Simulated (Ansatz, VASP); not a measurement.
**Two plane-wave programs on BP**

```
B P
1.0
    -3.40933    3.74667    2.90150
     3.40933   -3.74667    2.90150
     3.40933    3.74667   -2.90150
B P
6 6
Direct
  0.34789 0.39642 0.74432
  0.15211 0.89642 0.04853
  0.84789 0.10358 0.95147
  0.65211 0.60358 0.25568
  0.75000 0.25000 0.50000
  0.25000 0.75000 0.50000
  0.34966 0.10494 0.45460
  0.15034 0.60494 0.75529
  0.25000 0.25000 0.00000
  0.75000 0.75000 0.00000
  0.84966 0.39506 0.24471
  0.65034 0.89506 0.54540
```

Alike in both runs: functional PBE; k mesh 4 × 4 × 4; occupations gaussian, width 0.1 eV; no spin polarisation.

Ansatz relaxed the structure, and its values are those at the end. VASP's run is a single point on that final structure, the one shown.

```csv
,VASP,Ansatz
version,VASP 6.6.1,Ansatz 0.2.0
potentials or method,"VASP PAW PBE potentials, release 64 (B, P), cutoff 520 eV","scalar-relativistic, plane waves, PAW"
valence electrons in the cell,48,48
```

|  | VASP | Ansatz | Ansatz less VASP |
| --- | --- | --- | --- |
| gap on the k mesh at the Fermi level (eV) | none | none | - |
| pressure (GPa) | -0.2 | 0.0 | +0.21 |
| rms of the force components (eV/Å) | 0.004 | 0.004 | -0.0002 |

A gap of «none» marks a metal or a gap that the smearing closes.
